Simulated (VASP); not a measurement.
SrO:

```xyz
2
Lattice="0.0000 2.5799 2.5799 2.5799 0.0000 2.5799 2.5799 2.5799 0.0000" Properties=species:S:1:pos:R:3 pbc="T T T"
Sr    0.0000    0.0000    0.0000
O     2.5799    2.5799    2.5799
```

Base run:

* Program: VASP 6.6.1
* Functional: PBE
* Potentials or basis: VASP PAW PBE potentials, release 64 (Sr_sv, O)
* Cutoff: 520 eV
* k mesh: 8 × 8 × 8
* Occupations: gaussian, width 0.01 eV
* Spin: no spin polarisation

Its results: band gap on the k mesh 3.27 eV, indirect (least direct gap 3.37 eV); pressure 2.4 GPa.

Task: The run is repeated on the same cell with these changes: functional from PBE to r2SCAN. What comes out?

Result: Band gap on the k mesh 3.75 eV, indirect (least direct gap 3.84 eV); pressure 0.5 GPa.

r2SCAN gives the wider gap, since meta-GGAs in the generalised Kohn-Sham scheme recover part of the derivative discontinuity.

Caveats: the PAW data sets were made with another functional, which shifts forces and pressure a little (some runs).

A k mesh can miss the band edges.
